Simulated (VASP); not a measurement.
Write the native input for VASP 6.6.1 that does the following.

| Property | Result |
| --- | --- |
| Task | single point |
| Functional | HSE06 |
| Potentials or basis | VASP PAW PBE potentials, release 64 (Mg, Te) |
| Cutoff | 520 eV |
| k mesh | 6 × 6 × 2 |
| Occupations | gaussian, width 0.01 eV |
| Spin | no spin polarisation |
| Dipole correction | no |
| Grid for exact exchange (PRECFOCK) | Normal |
| Further INCAR settings | ALGO = Normal; EDIFF = 1e-06; NBANDS = 16 |
| Share of exact exchange | 0.25 |
| Screening parameter | 0.2079 1/Å |

Crystal: MgTe.

```
Mg Te
1.0
     4.57764    0.00000    0.00000
    -2.28882    3.96435    0.00000
     0.00000    0.00000    7.56542
Mg Te
2 2
Direct
  0.33333 0.66667 0.00073
  0.66667 0.33333 0.50073
  0.33333 0.66667 0.37427
  0.66667 0.33333 0.87427
```

This cell differs from its parent crystal: uniaxial z strain +1.5%.

The input as run:

POSCAR

```
MgTe
1.0
    4.5776356350      0.0000000000      0.0000000000
   -2.2888178175      3.9643487492      0.0000000000
    0.0000000000      0.0000000000      7.5654246187
Mg Te
2 2
Direct
    0.3333333333      0.6666666667      0.0007294349
    0.6666666667      0.3333333333      0.5007294349
    0.3333333333      0.6666666667      0.3742705651
    0.6666666667      0.3333333333      0.8742705651
```

INCAR.step1

```
SYSTEM = MgTe
PREC = Accurate
ENCUT = 520
EDIFF = 1E-5
ISMEAR = 0
SIGMA = 0.01
LREAL = .FALSE.
LASPH = .TRUE.
NELM = 120
ALGO = Normal
ISIF = 2
LWAVE = .TRUE.
GGA = PE
NBANDS = 16
GGA_COMPAT = .FALSE.
```

INCAR.step2

```
SYSTEM = MgTe
PREC = Accurate
ENCUT = 520
EDIFF = 1E-6
ISMEAR = 0
SIGMA = 0.01
LREAL = .FALSE.
LASPH = .TRUE.
NELM = 120
ALGO = Normal
ISIF = 2
LWAVE = .FALSE.
LCHARG = .TRUE.
GGA = PE
LHFCALC = .TRUE.
HFSCREEN = 0.2079
PRECFOCK = Normal
LELF = .TRUE.
LVHAR = .TRUE.
ISTART = 1
NBANDS = 16
GGA_COMPAT = .FALSE.
```

KPOINTS

```
regular mesh
0
G
  6 6 2
  0 0 0
```

Potentials or basis: VASP PAW PBE potentials, release 64 (Mg, Te).

Command:

```bash
$ cat potpaw_PBE.64/Mg/POTCAR potpaw_PBE.64/Te/POTCAR > POTCAR
$ cp INCAR.step1 INCAR
$ mpirun -np 1 vasp_std > vasp.out
$ cp INCAR.step2 INCAR
$ mpirun -np 1 vasp_std > vasp.out
```

It gave:

- Pressure: -0.8 GPa
- Band gap on the k mesh: 3.10 eV

Caveat: the cell differs from its parent crystal (uniaxial z strain +1.5%); the structure was generated, so it needn't be the stable form of MgTe; the PAW data sets were made with another functional, which shifts forces and pressure a little; spin-orbit coupling is left out, which moves the levels of the heavy elements.

Run time: 27 min on 1 thread of Intel(R) Xeon(R) Platinum 8375C CPU @ 2.90GHz (Ice Lake), on a shared host, peak memory 0.39 GiB.
